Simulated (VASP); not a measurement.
A run of VASP 6.6.1 is set up as follows.

The input INCAR:

```
ALGO = Normal ; DIPOL = 0.5 0.5 0.492
EDIFF = 1E-6 ; ENCUT = 400
GGA = PS ; GGA_COMPAT = F
IDIPOL = 3 ; ISIF = 2
ISMEAR = 0 ; LASPH = T
LCHARG = F ; LDIPOL = T
LREAL = F ; LWAVE = F
NBANDS = 38 ; NELM = 120
NELMDL = -8 ; PREC = Accurate
SIGMA = 0.1
```

File KPOINTS:

```
k-points
0
Gamma
  9 9 1
```

Contents of POSCAR:

```
Mo3P3H
1.0
    3.1741350969      0.0000000000      0.0000000000
    0.0000000000      3.2062346803      0.0000000000
    0.0000000000      0.0000000000     25.4789215952
Mo P H
3 3 1
Direct
    0.0000000000      0.5000000000      0.3336090960
    0.0000000000      0.0000000000      0.4425886174
    0.0000000000      0.5000000000      0.5501261364
    0.5000000000      0.0000000000      0.3699356032
    0.5000000000      0.5000000000      0.4792943049
    0.5000000000      0.0000000000      0.5907329554
    0.5000000000      0.0000000000      0.6744429529
```

Potentials or basis: VASP PAW PBE potentials, release 64 (Mo_sv, P, H).

The run is started by

```bash
$ cat potpaw_PBE.64/Mo_sv/POTCAR potpaw_PBE.64/P/POTCAR potpaw_PBE.64/H/POTCAR > POTCAR
$ mpirun -np 1 vasp_std > vasp.out
```

Q: Predict the largest force.

A: 2.521 eV/Å.

Q: What does it give for the band gap on the k mesh?

A: Zero (bands 29 and 30 overlap by 0.97 eV).

Forces on the atoms (eV/Å):
```
Mo   0.000  0.000  1.984
Mo   0.000  0.000 -0.267
Mo   0.000  0.000  0.206
P    0.000  0.000 -1.742
P    0.000  0.000 -0.265
P    0.000  0.000  2.521
H    0.000  0.000 -2.437
```

Caveat: the PAW data sets were made with another functional, which shifts forces and pressure a little.
